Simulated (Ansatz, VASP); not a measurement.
## Ti in VASP and in Ansatz

Contents of INCAR:

```
SYSTEM = Ti
  PREC = Accurate
  ENCUT = 520
  EDIFF = 1E-7
  ISMEAR = 0
  SIGMA = 0.15
  LREAL = .False.
  LASPH = .True.
  NELM = 80
  ALGO = Fast
  ISIF = 2
  LWAVE = .False.
  LCHARG = .True.
  LELF = .True.
  LVHAR = .True.
  NBANDS = 19
```

File KPOINTS:

```
Automatic mesh
0
Gamma
  18 18 10
  0 0 0
```

POSCAR

```
Ti
1.0
    2.9499978604      0.0000000000      0.0000000000
   -1.4749989302      2.5547730882      0.0000000000
    0.0000000000      0.0000000000      4.8734400000
Ti
2
Direct
    0.3333333333      0.6666666667      0.2500000000
    0.6666666667      0.3333333333      0.7500000000
```

Input for Ansatz:

```yaml
crystal:
  lattice:
    - [2.9499978604, 0.0, 0.0]
    - [-1.4749989302, 2.5547730882, 0.0]
    - [0.0, 0.0, 4.87344]
  atoms:
    - { symbol: Ti, position: [0.3333333333, 0.6666666667, 0.25] }
    - { symbol: Ti, position: [0.6666666667, 0.3333333333, 0.75] }
basis:
  ecutwfc: 420
kpoints:
  mp_grid: { grid: [18, 18, 10] }
hamiltonian:
  xc: lda
scf:
  occupations: { method: gaussian, width: 0.15 }
output:
  forces: true
  stress: true
  eigenvalues: true
```

Change from the starting cell: strain +0.0400 x Voigt [0, 0, 1, 0, 0, 0], atoms carried along.

Alike in both runs: task single point; functional LDA; k mesh 18 × 18 × 10; occupations gaussian, width 0.15 eV; no spin polarisation.

```csv
,VASP,Ansatz
version,VASP 6.6.1,Ansatz 0.2.0
potentials or method,"VASP PAW LDA potentials, release 64 (Ti_sv), cutoff 520 eV","scalar-relativistic, plane waves, PAW"
valence electrons in the cell,24,24
```

Ansatz gave:

```
gap on the k mesh at the Fermi level (eV)                     : none
pressure (GPa)                                                : -13.2
traceless stress, the component that is largest in VASP (GPa) : -2.61
```

Task: Which values does VASP return?

Result: gap on the k mesh at the Fermi level (eV): none; pressure (GPa): -13.2; traceless stress, the component that is largest in VASP (GPa): -2.58.

LDA's correlation is that of Perdew and Zunger in VASP and of Perdew and Wang (1992) in Ansatz. A gap of «none» marks a metal or a gap that the smearing closes.
